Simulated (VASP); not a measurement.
# WC (P3m1) in VASP: single point with r2SCAN

Aim: the single point of WC with r2SCAN.

All numbers are computed with VASP 6.6.1; they aren't measurements. Logs are shortened: lines on timing, memory, paths and dates and some standing lists are left out, and cuts for length are marked.

## (1) The cell of the first run

It takes space group P3m1 (No. 156, trigonal). The conventional cell has a = 2.912 Å, b = 2.912 Å, c = 8.209 Å, α = 90.00°, β = 90.00°, γ = 120.00°. W (site symmetry 3m) has 6 C at 2.02 to 2.20 Å and 1 W at 2.54 Å within 2.7 Å. W (site symmetry 3m) has 6 C at 2.20 Å and 8 W at 2.54 to 2.91 Å within 3.0 Å. Within 3.0 Å of W (site symmetry 3m) lie 6 C at 2.20 Å and 8 W at 2.84 to 2.91 Å. C (site symmetry 3m) has 6 W at 2.02 to 2.20 Å and 1 C at 2.54 Å within 2.7 Å. Within 3.0 Å of C (site symmetry 3m) lie 6 W at 2.20 Å and 8 C at 2.84 to 2.91 Å. C (site symmetry 3m) has 6 W at 2.20 Å and 8 C at 2.54 to 2.91 Å within 3.0 Å.

## (2) Single point, r2SCAN (the distance across one plane changed)

File POSCAR:

```
WC
1.0
   -2.9120947899      0.0000000000      0.0000000000
   -1.4560473949     -2.5219480663      0.0000000000
    0.0000000000      0.0000000000      8.2085998562
W C
3 3
Direct
    0.0000000000      0.0000000000      0.9501508412
    0.0000000000      0.0000000000      0.2591194834
    0.0000000000      0.0000000000      0.6046351623
    0.6666666667      0.6666666667      0.0863616439
    0.6666666667      0.6666666667      0.4318773228
    0.6666666667      0.6666666667      0.7773930017
```

File INCAR.step1:

```
  PREC = Accurate
  ENCUT = 520
  ISMEAR = 0
  SIGMA = 0.15
  LREAL = F
  LASPH = T
  NELM = 100
  NBANDS = 36
  GGA = PE
  ALGO = Normal
  EDIFF = 1E-4
  LWAVE = T
  LCHARG = F
```

File INCAR.step2:

```
  PREC = Accurate
  ENCUT = 520
  EDIFF = 1E-6
  ISMEAR = 0
  SIGMA = 0.15
  LREAL = F
  LASPH = T
  NELM = 100
  ALGO = Normal
  ISIF = 2
  LWAVE = F
  LCHARG = F
  METAGGA = R2SCAN
  LMIXTAU = T
  NBANDS = 36
  ISTART = 1
```

File KPOINTS:

```
regular mesh
0
Gamma
  23 23 7
```

Potentials or basis: VASP PAW PBE potentials, release 64 (W_sv, C).

On the command line:

```bash
$ cat potpaw_PBE.64/W_sv/POTCAR potpaw_PBE.64/C/POTCAR > POTCAR
$ cp INCAR.step1 INCAR
$ mpirun -np 1 vasp_std > vasp.out
$ cp INCAR.step2 INCAR
$ mpirun -np 1 vasp_std > vasp.out
```

OUTCAR:

```text
PREC = Accurate
   ENCUT = 520
   EDIFF = 1E-6
   ISMEAR = 0
   LREAL = F
   LASPH = T
   NELM = 100
   ISIF = 2
   METAGGA = R2SCAN
   ISTART = 1

 ion  position               nearest neighbor table
   1  0.000  0.000  0.950-   4 2.02   4 2.02   4 2.02   6 2.20   6 2.20   6 2.20   2 2.54   3 2.84

   2  0.000  0.000  0.259-   5 2.20   5 2.20   5 2.20   4 2.20   4 2.20   4 2.20   1 2.54   3 2.84

   3  0.000  0.000  0.605-   6 2.20   6 2.20   6 2.20   5 2.20   5 2.20   5 2.20   1 2.84   2 2.84

   4  0.667  0.667  0.086-   1 2.02   1 2.02   1 2.02   2 2.20   2 2.20   2 2.20
   5  0.667  0.667  0.432-   2 2.20   2 2.20   2 2.20   3 2.20   3 2.20   3 2.20
   6  0.667  0.667  0.777-   3 2.20   3 2.20   3 2.20   1 2.20   1 2.20   1 2.20

  LATTYP: Found a hexagonal cell.
 ALAT       =     2.9120947899
 C/A-ratio  =     2.8187955573

  Lattice vectors:

 A1 = (   1.4560473949,   2.5219480663,   0.0000000000)
 A2 = (  -2.9120947899,   0.0000000000,   0.0000000000)
 A3 = (   0.0000000000,   0.0000000000,   8.2085998562)

Analysis of symmetry for initial positions (statically):
=====================================================================
 Subroutine PRICEL returns:
 Original cell was already a primitive cell.

 Routine SETGRP: Setting up the symmetry group for a
 hexagonal supercell.

 Subroutine GETGRP returns: Found  6 space group operations
 (whereof  6 operations were pure point group operations)
 out of a pool of 24 trial point group operations.

The static configuration has the point symmetry C_3v.

Analysis of symmetry for dynamics (positions and initial velocities):
=====================================================================
 Subroutine PRICEL returns:
 Original cell was already a primitive cell.

 Routine SETGRP: Setting up the symmetry group for a
 hexagonal supercell.

 Subroutine GETGRP returns: Found  6 space group operations
 (whereof  6 operations were pure point group operations)
 out of a pool of 24 trial point group operations.

The dynamic configuration has the point symmetry C_3v.

 Subroutine INISYM returns: Found  6 space group operations
 (whereof  6 operations are pure point group operations),
 and found     1 'primitive' translations

----------------------------------------------------------------------------------------

                                     Primitive cell

  volume of cell :      60.2852

  direct lattice vectors                    reciprocal lattice vectors
    -2.912094790  0.000000000  0.000000000    -0.343395415  0.198259435  0.000000000
    -1.456047395 -2.521948066  0.000000000     0.000000000 -0.396518871  0.000000000
     0.000000000  0.000000000  8.208599856     0.000000000  0.000000000  0.121823456

  length of vectors
     2.912094790  2.912094790  8.208599856     0.396518871  0.396518871  0.121823456

  position of ions in fractional coordinates (direct lattice)
     0.000000000  0.000000000  0.950150841
     0.000000000  0.000000000  0.259119483
     0.000000000  0.000000000  0.604635162
     0.666666667  0.666666667  0.086361644
     0.666666667  0.666666667  0.431877323
     0.666666667  0.666666667  0.777393002

  ion indices of the primitive-cell ions
   primitive index   ion index
                 1           1
                 2           2
                 3           3
                 4           4
                 5           5
                 6           6

----------------------------------------------------------------------------------------

 KPOINTS: regular mesh

Automatic generation of k-mesh.
 Grid dimensions read from file:
 generate k-points for:   23   23    7

 Generating k-lattice:

  Cartesian coordinates                     Fractional coordinates (reciprocal lattice)
    -0.014930235  0.008619975  0.000000000     0.043478261  0.000000000  0.000000000
     0.000000000 -0.017239951  0.000000000     0.000000000  0.043478261  0.000000000
     0.000000000  0.000000000  0.017403351     0.000000000  0.000000000  0.142857143

  Length of vectors
     0.017239951  0.017239951  0.017403351

  Shift w.r.t. Gamma in fractional coordinates (k-lattice)
     0.000000000  0.000000000  0.000000000

 Subroutine IBZKPT returns following result:
 ===========================================

 Found    356 irreducible k-points:

 Following reciprocal coordinates:
            Coordinates               Weight
  0.000000  0.000000  0.000000      1.000000
  0.043478  0.000000  0.000000      6.000000
  0.086957 -0.000000  0.000000      6.000000
  0.130435  0.000000  0.000000      6.000000
  0.173913 -0.000000  0.000000      6.000000
  0.217391  0.000000  0.000000      6.000000
[... 16 lines left out ...]
 -0.478261  0.043478  0.000000      6.000000
  0.173913  0.086957  0.000000      6.000000
 [... further k-points ...]
   k-points           NKPTS =    356   k-points in BZ     NKDIM =    356   number of bands    NBANDS=     36
   number of dos      NEDOS =    301   number of ions     NIONS =      6
   total plane-waves  NPLWV =  36864
   dimension x,y,z NGX =    24 NGY =   24 NGZ =   64
   dimension x,y,z NGXF=    48 NGYF=   48 NGZF=  128
   ions per type =               3   3
   NGX,Y,Z   is equivalent  to a cutoff of  13.70, 13.70, 12.96 a.u.
   NGXF,Y,Z  is equivalent  to a cutoff of  27.40, 27.40, 25.92 a.u.
 SYSTEM =  unknown system
   PREC   = accura    normal or accurate (medium, high low for compatibility)
   ISTART =      1    job   : 0-new  1-cont  2-samecut
   ICHARG =      0    charge: 1-file 2-atom 10-const
   ISPIN  =      1    spin polarized calculation?
   LNONCOLLINEAR =      F non collinear calculations
   LSORBIT =      F    spin-orbit coupling
   LASPH  =      T    aspherical Exc in radial PAW
   ENCUT  =  520.0 eV  38.22 Ry    6.18 a.u.   5.41  5.41 15.26*2*pi/ulx,y,z
   NELM   =    100;   NELMIN=  2; NELMDL=  0     # of ELM steps
   EDIFF  = 0.1E-05   stopping-criterion for ELM
   LREAL  =      F    real-space projection
   EDIFFG = 0.1E-04   stopping-criterion for IOM
   NSW    =      0    number of steps for IOM
   IBRION =     -1    ionic relax: 0-MD 1-quasi-New 2-CG
   NFREE  =      0    steps in history (QN), initial steepest desc. (CG)
   ISIF   =      2    stress and relaxation
   ISYM   =      2    0-nonsym 1-usesym 2-fastsym
   POTIM  = 0.5000    time-step for ionic-motion
   TEBEG  =    0.0;   TEEND  =   0.0 temperature during run
   PSTRESS=    0.0 pullay stress
   NELECT =      54.0000    total number of electrons
   NUPDOWN=      -1.0000    fix difference up-down
   EMIN   =  10.00;   EMAX   =-10.00  energy-range for DOS
   EFERMI =   0.00;   METHOD = LEGACY
   ISMEAR =     0;   SIGMA  =   0.15  broadening in eV -4-tet -1-fermi 0-gaus
   EFERMI_NEDOS =   21; number of points for ismear=-14 and -15
   IALGO  =     38    algorithm
   IMIX   =      4    mixing-type and parameters
     AMIX     =   0.40;   BMIX     =  1.00
     AMIX_MAG =   1.60;   BMIX_MAG =  1.00
  volume/ion in A,a.u.               =      10.05        67.80
  Fermi-wavevector in a.u.,A,eV,Ry     =   1.578105  2.982186 33.884150  2.490415
  Thomas-Fermi vector in A             =   2.678686
   LORBIT       =      0    0 simple, 1 ext, 2 COOP (PROOUT), +10 PAW based schemes
   METAGGA = R2SCAN    functional components
   LHFCALC =     F    Hartree Fock is set to
   AEXX    =    0.0000 exact exchange contribution
   IVDW    =     0    specifies the selected vdW correction
   LEPSILON=     F    determine dielectric tensor
   LRPA    =     F    only Hartree local field effects (RPA)
 non-spin polarized calculation
 Gauss-broadening in eV      SIGMA  =   0.15
  energy-cutoff  :      520.00
  volume of cell :       60.29
 maximum number of plane-waves:      1674
 NGX is ok and might be reduce to    24
   NGX = 11   NGY = 11   NGZ = 31

 number of electron      54.0000000 magnetization

 Free energy of the ion-electron system (eV)
  ---------------------------------------------------
  ext. energy  EPLUGINS =         0.00000000
  ---------------------------------------------------
  free energy    TOTEN  =      -183.59441734 eV

  energy without entropy =     -183.58409706  energy(sigma->0) =     -183.58925720

 E-fermi :  11.5114     XC(G=0): -15.1496

 val. band max:       11.5079192341   @ k =  -0.4783   0.0435   0.0000
 cond. band min:      11.5125137622   @ k =   0.4783   0.0435   0.2857
 fundamental gap:      0.0045945281
 Fermi energy:        11.5114003031

 k-point     1 :       0.0000    0.0000    0.0000
  band No.  band energies     occupation
      1     -64.4843      2.00000
      2     -64.4442      2.00000
      3     -64.2179      2.00000
      4     -28.7197      2.00000
      5     -28.3094      2.00000
      6     -27.7125      2.00000
[... 28 lines left out ...]
     35      16.9111      0.00000
     36      17.2233      0.00000

 k-point     2 :       0.0435    0.0000    0.0000
  band No.  band energies     occupation
      1     -64.4831      2.00000
      2     -64.4431      2.00000
      3     -64.2167      2.00000
      4     -28.7164      2.00000
      5     -28.3064      2.00000
      6     -27.7295      2.00000
[... 28 lines left out ...]
     35      16.9549      0.00000
     36      17.2151      0.00000

 k-point     3 :       0.0870   -0.0000    0.0000
  band No.  band energies     occupation
      1     -64.4796      2.00000
      2     -64.4397      2.00000
      3     -64.2131      2.00000
      4     -28.7068      2.00000
      5     -28.2976      2.00000
      6     -27.7791      2.00000
[... 28 lines left out ...]
     35      17.0425      0.00000
     36      17.2084      0.00000

 k-point     4 :       0.1304    0.0000    0.0000
  band No.  band energies     occupation
      1     -64.4741      2.00000
      2     -64.4343      2.00000
      3     -64.2073      2.00000
      4     -28.6915      2.00000
      5     -28.2837      2.00000
      6     -27.8571      2.00000
[... 28 lines left out ...]
     35      17.0767      0.00000
     36      17.2949      0.00000

 k-point     5 :       0.1739   -0.0000    0.0000
  band No.  band energies     occupation
      1     -64.4670      2.00000
      2     -64.4273      2.00000
      3     -64.1999      2.00000
      4     -28.6717      2.00000
      5     -28.2657      2.00000
      6     -27.9570      2.00000
[... 655 lines left out ...]
 k-point    22 :       0.4783    0.0435    0.0000
  band No.  band energies     occupation
      1     -64.4209      2.00000
      2     -64.3822      2.00000
      3     -64.1518      2.00000
      4     -28.5697      2.00000
      5     -28.5383      2.00000
      6     -28.4217      2.00000
[... 28 lines left out ...]
     35      18.2568      0.00000
     36      18.6239      0.00000

 k-point    23 :      -0.4783    0.0435    0.0000
  band No.  band energies     occupation
      1     -64.4197      2.00000
      2     -64.3811      2.00000
      3     -64.1506      2.00000
      4     -28.5840      2.00000
      5     -28.5355      2.00000
      6     -28.4359      2.00000
[... 28 lines left out ...]
     35      18.1799      0.00000
     36      18.5563      0.00000

 k-point    24 :       0.1739    0.0870    0.0000
  band No.  band energies     occupation
      1     -64.4709      2.00000
      2     -64.4312      2.00000
      3     -64.2040      2.00000
      4     -28.6828      2.00000
      5     -28.2758      2.00000
      6     -27.8976      2.00000
[... 28 lines left out ...]
     35      17.0766      0.00000
     36      17.2019      0.00000

 [... further k-points ...]

------------------------ aborting loop because EDIFF is reached ----------------------------------------

  FORCE on cell =-STRESS in cart. coord.  units (eV):
  Direction    XX          YY          ZZ          XY          YZ          ZX
  --------------------------------------------------------------------------------------
  -------------------------------------------------------------------------------------
  Total        5.1775518      5.1775518     18.7856040     -0.0000000      0.0000000      0.0000000
  in kB      137.6018605    137.6018605    499.2579767     -0.0000000      0.0000000      0.0000000
  external PRESSURE =     258.1538992 kB  Pullay stress =       0.0000000 kB

 VOLUME and BASIS-vectors are now :
 -----------------------------------------------------------------------------
  energy-cutoff  :      520.00
  volume of cell :       60.29
      direct lattice vectors                 reciprocal lattice vectors
    -2.912094790  0.000000000  0.000000000    -0.343395415  0.198259435  0.000000000
    -1.456047395 -2.521948066  0.000000000     0.000000000 -0.396518871  0.000000000
     0.000000000  0.000000000  8.208599856     0.000000000  0.000000000  0.121823456

 POSITION                                       TOTAL-FORCE (eV/Angst)
 -----------------------------------------------------------------------------------
      0.00000      0.00000      7.79941         0.000000      0.000000     -8.375297
      0.00000      0.00000      2.12701        -0.000000     -0.000000      4.632721
      0.00000      0.00000      4.96321        -0.000000     -0.000000      0.126012
     -2.91209     -1.68130      0.70891        -0.000000      0.000000      4.624226
     -2.91209     -1.68130      3.54511        -0.000000     -0.000000     -0.106778
     -2.91209     -1.68130      6.38131         0.000000      0.000000     -0.900884
 -----------------------------------------------------------------------------------
    total drift:                                0.000000      0.000000      0.000226

  FREE ENERGIE OF THE ION-ELECTRON SYSTEM (eV)
  ---------------------------------------------------
  free  energy   TOTEN  =      -183.5944173381 eV

  energy  without entropy=     -183.5840970629  energy(sigma->0) =     -183.58925720
```

Run time: 73 min. Hardware: 1 thread of Oxide Virtual Turin-like, shared host; peak memory 0.62 GiB.

What came out:

```yaml
Free_energy: -183.5944 eV
Pressure: 25.8 GPa
Largest_force: 8.375 eV/Å
Band_gap_on_the_k_mesh: zero (bands 27 and 28 overlap by 0.78 eV)
```

Forces in eV/Å, atoms in the order of the input:
```
W    0.000  0.000 -8.375
W    0.000  0.000  4.633
W    0.000  0.000  0.126
C    0.000  0.000  4.624
C    0.000  0.000 -0.107
C    0.000  0.000 -0.901
```

Caveat: the cell differs from its parent crystal (the distance across one plane changed); the stress differs along the axes, from 14 to 50 GPa; the PAW data sets were made with another functional, which shifts forces and pressure a little; spin-orbit coupling is left out, which moves the levels of the heavy elements.
